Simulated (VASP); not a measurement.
## O: single point with PBEsol

The system is O.

```
CELL_PARAMETERS angstrom
1.77559 0.00000 0.00000
0.00000 1.77559 0.00000
0.00000 0.00000 3.05305
ATOMIC_POSITIONS crystal
O 0.00000 0.00000 0.00000
```

```
Program             : VASP 6.6.1
Task                : single point
Functional          : PBEsol
Potentials or basis : VASP PAW PBE potentials, release 64 (O)
Cutoff              : 520 eV
k mesh              : 15 × 15 × 9
Occupations         : fermi-dirac, width 0.05 eV
Spin                : no spin polarisation
```

```
Pressure               : 0.5 GPa
Band gap on the k mesh : zero (band 3 reaches 4.42 eV, above the bottom of band 4 at -0.62 eV)
```

Stress tensor (GPa, compression positive):
```
0.16 0.00 0.00
0.00 0.16 0.00
0.00 0.00 1.11
```

Levels at points of the mesh, in eV from the Fermi level:
```tsv
k point	band 1	band 2	band 3	band 4	band 5	band 6	band 7
(0.00, 0.00, 0.00)	-22.64	-4.43	4.01	4.01	8.53	28.04	29.91
```

Wall time 7.7 s on 1 thread of Intel(R) Xeon(R) Platinum 8375C CPU @ 2.90GHz (Ice Lake), with other jobs on the host, peak memory 0.12 GiB.

Caveat: the PAW data sets were made with another functional, which shifts forces and pressure a little.
